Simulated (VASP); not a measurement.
# BiTe (Fm-3m) in VASP: settings compared, part 2 of 2

VASP 6.6.1.

## (4) Vibrations by perturbation theory, LDA

This run uses another cell than the first one: it holds 2 atoms, not 8.

The input, INCAR:

```
ALGO = Normal
EDIFF = 1E-8
ENCUT = 520
GGA = CA
IBRION = 8
ISIF = 2
ISMEAR = -1
LASPH = T
LCHARG = T
LREAL = F
LWAVE = F
NELM = 80
NSW = 1
PREC = Accurate
SIGMA = 0.05
```

The input, KPOINTS:

```
k-points
0
Gamma
  5 5 5
```

The input, POSCAR:

```
BiTe
1.0
    0.0000000000      3.2350000000      3.2350000000
    3.2350000000      0.0000000000      3.2350000000
    3.2350000000      3.2350000000      0.0000000000
Bi Te
1 1
Direct
    0.0000000000      0.0000000000      0.0000000000
    0.5000000000      0.5000000000      0.5000000000
```

Potentials or basis: VASP PAW LDA potentials, release 64 (Bi_d, Te).

Command:

```console
> cat potpaw_LDA.64/Bi_d/POTCAR potpaw_LDA.64/Te/POTCAR > POTCAR
> mpirun -np 1 vasp_std > vasp.out
```

OUTCAR:

```text
EDIFF = 1E-8
   ENCUT = 520
   GGA = CA
   IBRION = 8
   ISIF = 2
   ISMEAR = -1
   LASPH = T
   LREAL = F
   NELM = 80
   NSW = 1
   PREC = Accurate

 ion  position               nearest neighbor table
   1  0.000  0.000  0.000-   2 3.23   2 3.23   2 3.23   2 3.23   2 3.23   2 3.23
   2  0.500  0.500  0.500-   1 3.23   1 3.23   1 3.23   1 3.23   1 3.23   1 3.23

  LATTYP: Found a face centered cubic cell.
 ALAT       =     6.4700000000

  Lattice vectors:

 A1 = (   0.0000000000,   3.2350000000,   3.2350000000)
 A2 = (   3.2350000000,   0.0000000000,   3.2350000000)
 A3 = (   3.2350000000,   3.2350000000,   0.0000000000)

Analysis of symmetry for initial positions (statically):
=====================================================================
 Subroutine PRICEL returns:
 Original cell was already a primitive cell.

 Routine SETGRP: Setting up the symmetry group for a
 face centered cubic supercell.

 Subroutine GETGRP returns: Found 48 space group operations
 (whereof 48 operations were pure point group operations)
 out of a pool of 48 trial point group operations.

The static configuration has the point symmetry O_h .

Analysis of symmetry for dynamics (positions and initial velocities):
=====================================================================
 Subroutine PRICEL returns:
 Original cell was already a primitive cell.

 Routine SETGRP: Setting up the symmetry group for a
 face centered cubic supercell.

 Subroutine GETGRP returns: Found 48 space group operations
 (whereof 48 operations were pure point group operations)
[... 338 lines left out ...]
    total drift:                               -0.000000      0.000000      0.000000

  FREE ENERGIE OF THE ION-ELECTRON SYSTEM (eV)
  ---------------------------------------------------
  free  energy   TOTEN  =        -8.4963953334 eV

  energy  without entropy=       -8.4813811591  energy(sigma->0) =       -8.48888825

[... ionic steps 2 to 3 ...]

--------------------------------------- Ionic step        4  -------------------------------------------

------------------------ aborting loop because EDIFF is reached ----------------------------------------

[... ionic steps 5 to 6 ...]

--------------------------------------- Ionic step        7  -------------------------------------------

 Free energy of the ion-electron system (eV)
  ---------------------------------------------------
  ---------------------------------------------------
  free energy    TOTEN  =        -0.04743425 eV

  energy without entropy =       -0.04743425

------------------------ aborting loop because EDIFF is reached ----------------------------------------

 INTERNAL STRAIN TENSOR  FOR ION    2  DIRECTION 1   (eV/Angst):
 -----------------------------------------------------------------------------
     0.02071  0.00000 -0.00000
    -0.00000 -0.00480  0.00000
     0.00000  0.00000 -0.00480

 INTERNAL STRAIN TENSOR FOR ION    2 for displacements in x,y,z  (eV/Angst):
          X           Y           Z          XY          YZ          ZX
  --------------------------------------------------------------------------------
  x     0.00000     0.00000     0.00000     0.00000     0.00000     0.00000
  y     0.00000     0.00000     0.00000     0.00000     0.00000     0.00000
  z     0.00000     0.00000     0.00000     0.00000     0.00000     0.00000

 SECOND DERIVATIVES (NOT SYMMETRIZED)
 ------------------------------------
               1X          1Y          1Z          2X          2Y          2Z
  1X    -3.113563    0.000000    0.000000    3.113563    0.000000    0.000000
  1Y     0.000000   -3.113563    0.000000    0.000000    3.113563    0.000000
  1Z     0.000000    0.000000   -3.113563    0.000000    0.000000    3.113563
  2X     3.110573    0.000000    0.000000   -3.110573    0.000000    0.000000
  2Y     0.000000    3.110573    0.000000    0.000000   -3.110573    0.000000
  2Z     0.000000    0.000000    3.110573    0.000000    0.000000   -3.110573

 Eigenvectors and eigenvalues of the dynamical matrix
 ----------------------------------------------------

   1 f  =    3.098250 THz    19.466881 2PiTHz  103.346505 cm-1    12.813328 meV
             X         Y         Z           dx          dy          dz
      0.000000  0.000000  0.000000     0.000000    0.615901   -0.000000
      3.235000  3.235000  3.235000    -0.000000   -0.787824    0.000000
[... 21 lines left out ...]
   6 f/i=    0.000722 THz     0.004537 2PiTHz    0.024088 cm-1     0.002987 meV
             X         Y         Z           dx          dy          dz
      0.000000  0.000000  0.000000     0.015876    0.756249   -0.220231
      3.235000  3.235000  3.235000     0.012411    0.591216   -0.172171

--------------------------------------------------------------------------------------------------------

 ELASTIC MODULI CONTR FROM IONIC RELAXATION (kBar)
 Direction    XX          YY          ZZ          XY          YZ          ZX
 --------------------------------------------------------------------------------
 XX           0.0000      0.0000      0.0000      0.0000      0.0000      0.0000
 YY           0.0000      0.0000      0.0000      0.0000      0.0000      0.0000
 ZZ           0.0000      0.0000      0.0000      0.0000      0.0000      0.0000
 XY           0.0000      0.0000      0.0000      0.0000      0.0000      0.0000
 YZ           0.0000      0.0000      0.0000      0.0000      0.0000      0.0000
 ZX           0.0000      0.0000      0.0000      0.0000      0.0000      0.0000
 --------------------------------------------------------------------------------
```

It took 37 s on 1 thread of Intel Xeon 6975P-C (Granite Rapids), shared host; peak memory 0.23 GiB.

Results:

| Item | Value |
| --- | --- |
| Highest phonon frequency at Γ, LO-TO splitting left out | 103 cm⁻¹ |

Phonon frequencies in cm⁻¹ (negative: imaginary):
```
              q point        frequencies
(0.000, 0.000, 0.000)  0 0 0 103 103 103
```

Caveat: the cell wasn't relaxed at this level first, which shifts response properties; spin-orbit coupling is left out, which moves the levels of the heavy elements.

## (5) Elastic constants, LDA

This run uses another cell than the first one: it holds 2 atoms, not 8.

The input, INCAR:

```
SYSTEM = BiTe
ALGO = Normal
EDIFF = 1E-8
ENCUT = 600
GGA = CA
IBRION = 6
ISIF = 3
ISMEAR = -1
LASPH = .True.
LCHARG = .False.
LREAL = .False.
LWAVE = .False.
NBANDS = 18
NELM = 80
NFREE = 2
NSW = 1
POTIM = 0.015
PREC = Accurate
SIGMA = 0.05
```

The input, KPOINTS:

```
k-points
0
Gamma
  5 5 5
  0 0 0
```

POSCAR is that of step 4.

Command:

```console
> cat potpaw_LDA.64/Bi_d/POTCAR potpaw_LDA.64/Te/POTCAR > POTCAR
> mpirun -np 1 vasp_std > vasp.out
```

It took 4.1 min on 1 thread of Intel Xeon 6975P-C (Granite Rapids), shared host; peak memory 0.26 GiB.

It converged, with:

| Item | Value |
| --- | --- |
| Elastic constants C11, C12, C44 | 89, 28, 6 GPa |
| Voigt bulk modulus | 48 GPa |
| Highest phonon frequency at Γ, LO-TO splitting left out | 103 cm⁻¹ |

Phonon frequencies in cm⁻¹ (negative: imaginary):
```csv
q point,frequencies
"(0.000, 0.000, 0.000)",0 0 0 103 103 103
```

Elastic tensor in Voigt notation (GPa, in the Cartesian axes of the cell as first typed):
```
89 28 28  0  0  0
28 89 28  0  0  0
28 28 89  0  0  0
 0  0  0  6  0  0
 0  0  0  0  6  0
 0  0  0  0  0  6
```

Clamped-ion elastic tensor (GPa):
```
89 28 28  0  0  0
28 89 28  0  0  0
28 28 89  0  0  0
 0  0  0  6  0  0
 0  0  0  0  6  0
 0  0  0  0  0  6
```

Caveat: the cell is under stress, which shifts elastic constants; spin-orbit coupling is left out, which moves the levels of the heavy elements.

## (6) Vibrations by perturbation theory, PBEsol

This run uses another cell than the first one: it holds 2 atoms, not 8.

The input, INCAR:

```
SYSTEM = BiTe
PREC = Accurate ; ENCUT = 500
EDIFF = 1E-8 ; ISMEAR = -1
SIGMA = 0.05 ; LREAL = .FALSE.
LASPH = .TRUE. ; NELM = 120
ALGO = Normal ; ISIF = 2
LWAVE = .FALSE. ; LCHARG = .TRUE.
GGA = PS ; NBANDS = 18
IBRION = 8 ; NSW = 1
GGA_COMPAT = .FALSE.
```

The input, KPOINTS:

```
regular mesh
0
G
  7 7 7
  0 0 0
```

POSCAR is that of step 5.

Potentials or basis: VASP PAW PBE potentials, release 64 (Bi_d, Te).

Command:

```console
> cat potpaw_PBE.64/Bi_d/POTCAR potpaw_PBE.64/Te/POTCAR > POTCAR
> mpirun -np 1 vasp_std > vasp.out
```

OUTCAR:

```text
SYSTEM = BiTe
   PREC = Accurate
   ENCUT = 500
   EDIFF = 1E-8
   ISMEAR = -1
   LREAL = .FALSE.
   LASPH = .TRUE.
   NELM = 120
   ISIF = 2
   GGA = PS
   IBRION = 8
   NSW = 1

 ion  position               nearest neighbor table
   1  0.000  0.000  0.000-   2 3.23   2 3.23   2 3.23   2 3.23   2 3.23   2 3.23
   2  0.500  0.500  0.500-   1 3.23   1 3.23   1 3.23   1 3.23   1 3.23   1 3.23

  LATTYP: Found a face centered cubic cell.
 ALAT       =     6.4700000000

  Lattice vectors:

 A1 = (   0.0000000000,   3.2350000000,   3.2350000000)
 A2 = (   3.2350000000,   0.0000000000,   3.2350000000)
 A3 = (   3.2350000000,   3.2350000000,   0.0000000000)

Analysis of symmetry for initial positions (statically):
=====================================================================
 Subroutine PRICEL returns:
 Original cell was already a primitive cell.

 Routine SETGRP: Setting up the symmetry group for a
 face centered cubic supercell.

 Subroutine GETGRP returns: Found 48 space group operations
 (whereof 48 operations were pure point group operations)
 out of a pool of 48 trial point group operations.

The static configuration has the point symmetry O_h .

Analysis of symmetry for dynamics (positions and initial velocities):
=====================================================================
 Subroutine PRICEL returns:
 Original cell was already a primitive cell.

 Routine SETGRP: Setting up the symmetry group for a
 face centered cubic supercell.

 Subroutine GETGRP returns: Found 48 space group operations
[... 599 lines left out ...]
    total drift:                               -0.000000      0.000000      0.000000

  FREE ENERGIE OF THE ION-ELECTRON SYSTEM (eV)
  ---------------------------------------------------
  free  energy   TOTEN  =        -7.9591017809 eV

  energy  without entropy=       -7.9376739411  energy(sigma->0) =       -7.94838786

[... ionic steps 2 to 3 ...]

--------------------------------------- Ionic step        4  -------------------------------------------

------------------------ aborting loop because EDIFF is reached ----------------------------------------

[... ionic steps 5 to 6 ...]

--------------------------------------- Ionic step        7  -------------------------------------------

 Free energy of the ion-electron system (eV)
  ---------------------------------------------------
  ---------------------------------------------------
  free energy    TOTEN  =        -0.04659556 eV

  energy without entropy =       -0.04659556

------------------------ aborting loop because EDIFF is reached ----------------------------------------

 INTERNAL STRAIN TENSOR  FOR ION    2  DIRECTION 1   (eV/Angst):
 -----------------------------------------------------------------------------
    -0.03512 -0.00000  0.00000
    -0.00000  0.02265  0.00000
    -0.00000  0.00000  0.02265

 INTERNAL STRAIN TENSOR FOR ION    2 for displacements in x,y,z  (eV/Angst):
          X           Y           Z          XY          YZ          ZX
  --------------------------------------------------------------------------------
  x     0.00000     0.00000     0.00000     0.00000     0.00000     0.00000
  y     0.00000     0.00000     0.00000     0.00000     0.00000     0.00000
  z     0.00000     0.00000     0.00000     0.00000     0.00000     0.00000

 SECOND DERIVATIVES (NOT SYMMETRIZED)
 ------------------------------------
               1X          1Y          1Z          2X          2Y          2Z
  1X    -2.706786    0.000000    0.000000    2.706786    0.000000    0.000000
  1Y     0.000000   -2.706786    0.000000    0.000000    2.706786    0.000000
  1Z     0.000000    0.000000   -2.706786    0.000000    0.000000    2.706786
  2X     2.704632    0.000000    0.000000   -2.704632    0.000000    0.000000
  2Y     0.000000    2.704632    0.000000    0.000000   -2.704632    0.000000
  2Z     0.000000    0.000000    2.704632    0.000000    0.000000   -2.704632

 Eigenvectors and eigenvalues of the dynamical matrix
 ----------------------------------------------------

   1 f  =    2.888929 THz    18.151675 2PiTHz   96.364290 cm-1    11.947644 meV
             X         Y         Z           dx          dy          dz
      0.000000  0.000000  0.000000     0.000000    0.615869    0.000000
      3.235000  3.235000  3.235000     0.000000   -0.787848    0.000000
[... 21 lines left out ...]
   6 f/i=    0.000558 THz     0.003506 2PiTHz    0.018615 cm-1     0.002308 meV
             X         Y         Z           dx          dy          dz
      0.000000  0.000000  0.000000     0.000000    0.000000    0.787848
      3.235000  3.235000  3.235000     0.000000    0.000000    0.615869

--------------------------------------------------------------------------------------------------------

 ELASTIC MODULI CONTR FROM IONIC RELAXATION (kBar)
 Direction    XX          YY          ZZ          XY          YZ          ZX
 --------------------------------------------------------------------------------
 XX           0.0000      0.0000      0.0000      0.0000      0.0000      0.0000
 YY           0.0000      0.0000      0.0000      0.0000      0.0000      0.0000
 ZZ           0.0000      0.0000      0.0000      0.0000      0.0000      0.0000
 XY           0.0000      0.0000      0.0000      0.0000      0.0000      0.0000
 YZ           0.0000      0.0000      0.0000      0.0000      0.0000      0.0000
 ZX           0.0000      0.0000      0.0000      0.0000      0.0000      0.0000
 --------------------------------------------------------------------------------
```

It took 5.1 min on 1 thread of AMD EPYC 7R43 (Zen 3), shared host; peak memory 0.27 GiB.

What came out:

```yaml
Highest_phonon_frequency_at_Γ_LO-TO_splitting_left_out: 96 cm⁻¹
```

Phonon frequencies in cm⁻¹ (negative: imaginary):
```
              q point     frequencies
(0.000, 0.000, 0.000)  0 0 0 96 96 96
```

Caveat: the cell wasn't relaxed at this level first, which shifts response properties; the PAW data sets were made with another functional, which shifts forces and pressure a little; spin-orbit coupling is left out, which moves the levels of the heavy elements.
